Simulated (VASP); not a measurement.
# TaSb4Au (F-43m) in VASP: a series of runs

Runs on TaSb4Au. Level: PBE. Tasks: single point, relaxation of cell and atoms.

Everything below comes from runs of VASP 6.6.1. Logs are shortened: lines on timing, memory, paths and dates and some standing lists are left out, and cuts for length are marked.

## 1. The cell of the first run

The structure is cubic, space group F-43m (No. 216). The conventional cell has a = 8.268 Å, b = 8.268 Å, c = 8.268 Å, α = 90.00°, β = 90.00°, γ = 90.00°. Ta (site symmetry -43m) has 12 Sb at 3.43 Å and 4 Au at 3.58 Å within 4.5 Å. Sb (site symmetry 3m) has 6 Sb at 2.92 to 2.93 Å and 3 Au at 3.43 Å and 3 Ta at 3.43 Å within 3.8 Å. Au (site symmetry -43m) has 12 Sb at 3.43 Å and 4 Ta at 3.58 Å within 4.5 Å.

## 2. Single point, PBE

Input file INCAR:

```
SYSTEM = TaSb4Au
ALGO = Normal
EDIFF = 1E-6
ENCUT = 520
GGA = PE
ISIF = 2
ISMEAR = 0
LASPH = .True.
LCHARG = .False.
LREAL = .False.
LWAVE = .False.
NBANDS = 30
NELM = 80
PREC = Accurate
SIGMA = 0.1
```

Input file KPOINTS:

```
k-points
0
Gamma
  4 4 4
  0 0 0
```

Input file POSCAR:

```
TaSb4Au
1.0
    0.0000000000      4.1340129100      4.1340129100
    4.1340129100      0.0000000000      4.1340129100
    4.1340129100      4.1340129100      0.0000000000
Ta Sb Au
1 4 1
Direct
    0.7500000000      0.7500000000      0.7500000000
    0.3748045600      0.3748045600      0.8755863300
    0.8755863300      0.3748045600      0.3748045600
    0.3748045600      0.3748045600      0.3748045600
    0.3748045600      0.8755863300      0.3748045600
    0.0000000000      0.0000000000      0.0000000000
```

Potentials or basis: VASP PAW PBE potentials, release 64 (Ta_pv, Sb, Au).

Launch:

```bash
$ cat potpaw_PBE.64/Ta_pv/POTCAR potpaw_PBE.64/Sb/POTCAR potpaw_PBE.64/Au/POTCAR > POTCAR
$ mpirun -np 1 vasp_std > vasp.out
```

OUTCAR:

```text
SYSTEM = TaSb4Au
   EDIFF = 1E-6
   ENCUT = 520
   GGA = PE
   ISIF = 2
   ISMEAR = 0
   LASPH = .True.
   LREAL = .False.
   NELM = 80
   PREC = Accurate

 ion  position               nearest neighbor table
   1  0.750  0.750  0.750-   2 3.43   3 3.43   5 3.43   4 3.43   4 3.43   4 3.43   3 3.43   5 3.43
                             5 3.43   2 3.43   3 3.43   2 3.43   6 3.58   6 3.58   6 3.58   6 3.58
   2  0.375  0.375  0.876-   3 2.92   4 2.92   5 2.92   5 2.93   3 2.93   4 2.93   6 3.43   6 3.43
                             6 3.43   1 3.43   1 3.43   1 3.43
   3  0.876  0.375  0.375-   2 2.92   4 2.92   5 2.92   5 2.93   2 2.93   4 2.93   6 3.43   6 3.43
                             6 3.43   1 3.43   1 3.43   1 3.43
   4  0.375  0.375  0.375-   2 2.92   3 2.92   5 2.92   3 2.93   5 2.93   2 2.93   6 3.43   6 3.43
                             6 3.43   1 3.43   1 3.43   1 3.43
   5  0.375  0.876  0.375-   2 2.92   3 2.92   4 2.92   3 2.93   2 2.93   4 2.93   6 3.43   6 3.43
                             6 3.43   1 3.43   1 3.43   1 3.43
   6  0.000  0.000  0.000-   3 3.43   5 3.43   2 3.43   3 3.43   2 3.43   5 3.43   4 3.43   4 3.43
                             4 3.43   5 3.43   3 3.43   2 3.43   1 3.58   1 3.58   1 3.58   1 3.58

  LATTYP: Found a face centered cubic cell.
 ALAT       =     8.2680258200

  Lattice vectors:

 A1 = (   0.0000000000,   4.1340129100,   4.1340129100)
 A2 = (   4.1340129100,   0.0000000000,   4.1340129100)
 A3 = (   4.1340129100,   4.1340129100,   0.0000000000)

Analysis of symmetry for initial positions (statically):
=====================================================================
 Subroutine PRICEL returns:
 Original cell was already a primitive cell.

 Routine SETGRP: Setting up the symmetry group for a
 face centered cubic supercell.

 Subroutine GETGRP returns: Found 24 space group operations
 (whereof 24 operations were pure point group operations)
 out of a pool of 48 trial point group operations.

The static configuration has the point symmetry T_d .

Analysis of symmetry for dynamics (positions and initial velocities):
=====================================================================
 Subroutine PRICEL returns:
 Original cell was already a primitive cell.

 Routine SETGRP: Setting up the symmetry group for a
 face centered cubic supercell.

 Subroutine GETGRP returns: Found 24 space group operations
 (whereof 24 operations were pure point group operations)
 out of a pool of 48 trial point group operations.

The dynamic configuration has the point symmetry T_d .

 Subroutine INISYM returns: Found 24 space group operations
 (whereof 24 operations are pure point group operations),
 and found     1 'primitive' translations

----------------------------------------------------------------------------------------

                                     Primitive cell

  volume of cell :     141.3011

  direct lattice vectors                    reciprocal lattice vectors
     0.000000000  4.134012910  4.134012910    -0.120947856  0.120947856  0.120947856
     4.134012910  0.000000000  4.134012910     0.120947856 -0.120947856  0.120947856
     4.134012910  4.134012910  0.000000000     0.120947856  0.120947856 -0.120947856

  length of vectors
     5.846377124  5.846377124  5.846377124     0.209487832  0.209487832  0.209487832

  position of ions in fractional coordinates (direct lattice)
     0.750000000  0.750000000  0.750000000
     0.374804560  0.374804560  0.875586330
     0.875586330  0.374804560  0.374804560
     0.374804560  0.374804560  0.374804560
     0.374804560  0.875586330  0.374804560
     0.000000000  0.000000000  0.000000000

  ion indices of the primitive-cell ions
   primitive index   ion index
                 1           1
                 2           2
                 3           3
                 4           4
                 5           5
                 6           6

----------------------------------------------------------------------------------------

 KPOINTS: k-points

Automatic generation of k-mesh.
 Grid dimensions read from file:
 generate k-points for:    4    4    4

 Generating k-lattice:

  Cartesian coordinates                     Fractional coordinates (reciprocal lattice)
    -0.030236964  0.030236964  0.030236964     0.250000000  0.000000000  0.000000000
     0.030236964 -0.030236964  0.030236964     0.000000000  0.250000000  0.000000000
     0.030236964  0.030236964 -0.030236964     0.000000000  0.000000000  0.250000000

  Length of vectors
     0.052371958  0.052371958  0.052371958

  Shift w.r.t. Gamma in fractional coordinates (k-lattice)
     0.000000000  0.000000000  0.000000000

 Subroutine IBZKPT returns following result:
 ===========================================

 Found      8 irreducible k-points:

 Following reciprocal coordinates:
            Coordinates               Weight
  0.000000  0.000000  0.000000      1.000000
  0.250000  0.000000  0.000000      8.000000
  0.500000  0.000000  0.000000      4.000000
  0.250000  0.250000  0.000000      6.000000
  0.500000  0.250000  0.000000     24.000000
 -0.250000  0.250000  0.000000     12.000000
  0.500000  0.500000  0.000000      3.000000
 -0.250000  0.500000  0.250000      6.000000
   k-points           NKPTS =      8   k-points in BZ     NKDIM =      8   number of bands    NBANDS=     30
   number of dos      NEDOS =    301   number of ions     NIONS =      6
   total plane-waves  NPLWV = 110592
   dimension x,y,z NGX =    48 NGY =   48 NGZ =   48
   dimension x,y,z NGXF=    96 NGYF=   96 NGZF=   96
   ions per type =               1   4   1
   NGX,Y,Z   is equivalent  to a cutoff of  13.65, 13.65, 13.65 a.u.
   NGXF,Y,Z  is equivalent  to a cutoff of  27.30, 27.30, 27.30 a.u.
 SYSTEM =  TaSb4Au
   PREC   = accura    normal or accurate (medium, high low for compatibility)
   ISTART =      0    job   : 0-new  1-cont  2-samecut
   ICHARG =      2    charge: 1-file 2-atom 10-const
   ISPIN  =      1    spin polarized calculation?
   LNONCOLLINEAR =      F non collinear calculations
   LSORBIT =      F    spin-orbit coupling
   LASPH  =      T    aspherical Exc in radial PAW
   ENCUT  =  520.0 eV  38.22 Ry    6.18 a.u.  10.87 10.87 10.87*2*pi/ulx,y,z
   NELM   =     80;   NELMIN=  2; NELMDL= -5     # of ELM steps
   EDIFF  = 0.1E-05   stopping-criterion for ELM
   LREAL  =      F    real-space projection
   EDIFFG = 0.1E-04   stopping-criterion for IOM
   NSW    =      0    number of steps for IOM
   IBRION =     -1    ionic relax: 0-MD 1-quasi-New 2-CG
   NFREE  =      0    steps in history (QN), initial steepest desc. (CG)
   ISIF   =      2    stress and relaxation
   ISYM   =      2    0-nonsym 1-usesym 2-fastsym
   POTIM  = 0.5000    time-step for ionic-motion
   TEBEG  =    0.0;   TEEND  =   0.0 temperature during run
   PSTRESS=    0.0 pullay stress
   NELECT =      42.0000    total number of electrons
   NUPDOWN=      -1.0000    fix difference up-down
   EMIN   =  10.00;   EMAX   =-10.00  energy-range for DOS
   EFERMI =   0.00;   METHOD = LEGACY
   ISMEAR =     0;   SIGMA  =   0.10  broadening in eV -4-tet -1-fermi 0-gaus
   EFERMI_NEDOS =   21; number of points for ismear=-14 and -15
   IALGO  =     38    algorithm
   IMIX   =      4    mixing-type and parameters
     AMIX     =   0.40;   BMIX     =  1.00
     AMIX_MAG =   1.60;   BMIX_MAG =  1.00
  volume/ion in A,a.u.               =      23.55       158.92
  Fermi-wavevector in a.u.,A,eV,Ry     =   1.092554  2.064627 16.240913  1.193673
  Thomas-Fermi vector in A             =   2.228821
   LORBIT       =      0    0 simple, 1 ext, 2 COOP (PROOUT), +10 PAW based schemes
   GGA     = PE    functional components
   LHFCALC =     F    Hartree Fock is set to
   AEXX    =    0.0000 exact exchange contribution
   IVDW    =     0    specifies the selected vdW correction
   LEPSILON=     F    determine dielectric tensor
   LRPA    =     F    only Hartree local field effects (RPA)
 non-spin polarized calculation
 Gauss-broadening in eV      SIGMA  =   0.10
  energy-cutoff  :      520.00
  volume of cell :      141.30
 maximum number of plane-waves:      3839
 NGX is ok and might be reduce to    48
   NGX = 21   NGY = 21   NGZ = 21

 number of electron      42.0000001 magnetization

 Free energy of the ion-electron system (eV)
  ---------------------------------------------------
  ext. energy  EPLUGINS =         0.00000000
  ---------------------------------------------------
  free energy    TOTEN  =       -26.03430296 eV

  energy without entropy =      -26.00545154  energy(sigma->0) =      -26.01987725

 E-fermi :   8.6783     XC(G=0): -10.8801

 val. band max:        8.6782865427   @ k =  -0.2500   0.2500   0.0000
 cond. band min:       8.6912421725   @ k =   0.2500   0.0000   0.0000
 fundamental gap:      0.0129556298
 Fermi energy:         8.6783459181

 k-point     1 :       0.0000    0.0000    0.0000
  band No.  band energies     occupation
      1     -27.0424      2.00000
      2     -27.0424      2.00000
      3     -27.0424      2.00000
      4      -5.1997      2.00000
      5       0.6245      2.00000
      6       0.6245      2.00000
[... 22 lines left out ...]
     29      12.9923      0.00000
     30      12.9923      0.00000

 k-point     2 :       0.2500    0.0000    0.0000
  band No.  band energies     occupation
      1     -27.0426      2.00000
      2     -27.0425      2.00000
      3     -27.0425      2.00000
      4      -4.8726      2.00000
      5      -1.4404      2.00000
      6       0.3559      2.00000
[... 22 lines left out ...]
     29      12.2428      0.00000
     30      12.2428      0.00000

 k-point     3 :       0.5000    0.0000    0.0000
  band No.  band energies     occupation
      1     -27.0428      2.00000
      2     -27.0425      2.00000
      3     -27.0425      2.00000
      4      -4.3260      2.00000
      5      -2.6521      2.00000
      6       0.1495      2.00000
[... 154 lines left out ...]
     29      11.8072      0.00000
     30      13.6159      0.00000

 k-point     8 :      -0.2500    0.5000    0.2500
  band No.  band energies     occupation
      1     -27.0427      2.00000
      2     -27.0426      2.00000
      3     -27.0426      2.00000
      4      -3.5007      2.00000
      5      -3.4887      2.00000
      6      -0.4299      2.00000
[... 22 lines left out ...]
     29      11.3688      0.00000
     30      12.4940      0.00000

------------------------ aborting loop because EDIFF is reached ----------------------------------------

  FORCE on cell =-STRESS in cart. coord.  units (eV):
  Direction    XX          YY          ZZ          XY          YZ          ZX
  --------------------------------------------------------------------------------------
  -------------------------------------------------------------------------------------
  Total        5.8940421      5.8940421      5.8940421      0.0000000      0.0000000      0.0000000
  in kB       66.8310580     66.8310580     66.8310580      0.0000000      0.0000000      0.0000000
  external PRESSURE =      66.8310580 kB  Pullay stress =       0.0000000 kB

 VOLUME and BASIS-vectors are now :
 -----------------------------------------------------------------------------
  energy-cutoff  :      520.00
  volume of cell :      141.30
      direct lattice vectors                 reciprocal lattice vectors
     0.000000000  4.134012910  4.134012910    -0.120947856  0.120947856  0.120947856
     4.134012910  0.000000000  4.134012910     0.120947856 -0.120947856  0.120947856
     4.134012910  4.134012910  0.000000000     0.120947856  0.120947856 -0.120947856

 POSITION                                       TOTAL-FORCE (eV/Angst)
 -----------------------------------------------------------------------------------
      6.20102      6.20102      6.20102        -0.000000     -0.000000      0.000000
      5.16913      5.16913      3.09889        -0.145580     -0.145580      0.145580
      3.09889      5.16913      5.16913         0.145580     -0.145580     -0.145580
      3.09889      3.09889      3.09889         0.145580      0.145580      0.145580
      5.16913      3.09889      5.16913        -0.145580      0.145580     -0.145580
      0.00000      0.00000      0.00000        -0.000000     -0.000000      0.000000
 -----------------------------------------------------------------------------------
    total drift:                               -0.000010     -0.000010     -0.000010

  FREE ENERGIE OF THE ION-ELECTRON SYSTEM (eV)
  ---------------------------------------------------
  free  energy   TOTEN  =       -26.0343029581 eV

  energy  without entropy=      -26.0054515394  energy(sigma->0) =      -26.01987725
```

Wall time 26 s (1 thread of Intel Xeon 6975P-C (Granite Rapids), shared host); peak memory 0.32 GiB.

Results:

- Free energy: -26.0343 eV
- Pressure: 6.7 GPa
- Largest force: 0.252 eV/Å
- Band gap on the k mesh: zero (band 21 reaches 9.27 eV, above the bottom of band 22 at 7.95 eV)

Forces in eV/Å, atoms in the order of the input:
```
Ta   0.000  0.000  0.000
Sb  -0.146 -0.146  0.146
Sb   0.146 -0.146 -0.146
Sb   0.146  0.146  0.146
Sb  -0.146  0.146 -0.146
Au   0.000  0.000  0.000
```

Caveat: spin-orbit coupling is left out, which moves the levels of the heavy elements.

## 3. Single point, PBE

This run uses another cell than the first one, of 25.44 Å³/atom, 1.080 times its volume.

Changes to INCAR since step 2:

```diff
@@ -12,3 +12,3 @@
 NBANDS = 30
-NELM = 80
+NELM = 100
 PREC = Accurate
```

KPOINTS is that of step 2.

Input file POSCAR:

```
TaSb4Au
1.0
    0.0000000000      4.2419857801      4.2419857801
    4.2419857801      0.0000000000      4.2419857801
    4.2419857801      4.2419857801      0.0000000000
Ta Sb Au
1 4 1
Direct
    0.7500000000      0.7500000000      0.7500000000
    0.3752963629      0.3752963629      0.8741109114
    0.8741109114      0.3752963629      0.3752963629
    0.3752963629      0.3752963629      0.3752963629
    0.3752963629      0.8741109114      0.3752963629
    0.0000000000      0.0000000000      0.0000000000
```

Potentials or basis: VASP PAW PBE potentials, release 64 (Ta_pv, Sb, Au).

Launch:

```bash
$ cat potpaw_PBE.64/Ta_pv/POTCAR potpaw_PBE.64/Sb/POTCAR potpaw_PBE.64/Au/POTCAR > POTCAR
$ mpirun -np 1 vasp_std > vasp.out
```

Run time: 28 s. Hardware: 1 thread of Intel Xeon 6975P-C (Granite Rapids), shared host; peak memory 0.33 GiB.

Results (log left out):

```yaml
Free_energy: -26.2629 eV
Pressure: 0.1 GPa
Largest_force: 0.014 eV/Å
Band_gap_on_the_k_mesh: zero (band 21 reaches 8.25 eV, above the bottom of band 22 at 6.99 eV)
```

Forces in eV/Å, atoms in the order of the input:
```
Ta   0.000  0.000  0.000
Sb  -0.008 -0.008  0.008
Sb   0.008 -0.008 -0.008
Sb   0.008  0.008  0.008
Sb  -0.008  0.008 -0.008
Au   0.000  0.000  0.000
```

Levels at points of the mesh, in eV from the Fermi level:
```tsv
k point	band 17	band 18	band 19	band 20	band 21	band 22	band 23	band 24	band 25	band 26
(0.00, 0.00, 0.00)	-2.90	-2.06	-2.06	0.57	0.57	0.57	0.89	1.64	1.64	1.80
(0.50, 0.00, 0.00)	-1.62	-1.62	-1.50	-0.87	-0.70	-0.70	0.51	0.61	0.61	1.56
(0.50, 0.50, 0.00)	-1.49	-1.49	-1.49	-1.00	-1.00	0.20	0.45	0.56	0.56	0.82
```

Caveat: spin-orbit coupling is left out, which moves the levels of the heavy elements.

## 4. Single point, PBE

This run uses another cell than the first one, of 25.48 Å³/atom, 1.082 times its volume.

Input file INCAR:

```
SYSTEM = TaSb4Au
  PREC = Accurate
  ENCUT = 520
  EDIFF = 1E-7
  ISMEAR = 0
  SIGMA = 0.1
  LREAL = .FALSE.
  LASPH = .TRUE.
  NELM = 60
  ALGO = Normal
  ISIF = 2
  LWAVE = .FALSE.
  LCHARG = .FALSE.
  GGA = PE
  NBANDS = 30
```

Input file KPOINTS:

```
Automatic mesh
0
G
  8 8 8
  0 0 0
```

Input file POSCAR:

```
TaSb4Au
1.0
    0.0000000000      4.2439372866      4.2439372866
    4.2439372866      0.0000000000      4.2439372866
    4.2439372866      4.2439372866      0.0000000000
Ta Sb Au
1 4 1
Direct
    0.2500000000      0.2500000000      0.2500000000
    0.6247422003      0.6247422003      0.6247422003
    0.6247422003      0.6247422003      0.1257733992
    0.6247422003      0.1257733992      0.6247422003
    0.1257733992      0.6247422003      0.6247422003
    0.0000000000      0.0000000000      0.0000000000
```

Launch:

```bash
$ cat potpaw_PBE.64/Ta_pv/POTCAR potpaw_PBE.64/Sb/POTCAR potpaw_PBE.64/Au/POTCAR > POTCAR
$ mpirun -np 1 vasp_std > vasp.out
```

Run time: 85 s. Hardware: 1 thread of Intel Xeon 6975P-C (Granite Rapids), shared host; peak memory 0.4 GiB.

Results (log left out):

```yaml
Free_energy: -26.0911 eV
Pressure: 0.0 GPa
Largest_force: 0.008 eV/Å
Band_gap_on_the_k_mesh: zero (band 21 reaches 8.30 eV, above the bottom of band 22 at 6.98 eV)
```

Forces in eV/Å, atoms in the order of the input:
```
Ta   0.000  0.000  0.000
Sb   0.005  0.005  0.005
Sb  -0.005 -0.005  0.005
Sb  -0.005  0.005 -0.005
Sb   0.005 -0.005 -0.005
Au   0.000  0.000  0.000
```

Levels at points of the mesh, in eV from the Fermi level:
| k point | band 18 | band 19 | band 20 | band 21 | band 22 | band 23 | band 24 | band 25 |
| --- | --- | --- | --- | --- | --- | --- | --- | --- |
| (0.00, 0.00, 0.00) | -2.07 | -2.07 | 0.62 | 0.62 | 0.62 | 0.90 | 1.70 | 1.70 |
| (0.50, 0.00, 0.00) | -1.61 | -1.50 | -0.90 | -0.70 | -0.70 | 0.56 | 0.65 | 0.65 |
| (0.50, 0.50, 0.00) | -1.49 | -1.49 | -1.02 | -1.02 | 0.17 | 0.50 | 0.59 | 0.59 |

Caveat: spin-orbit coupling is left out, which moves the levels of the heavy elements.

(Continued in part 2 of 2.)
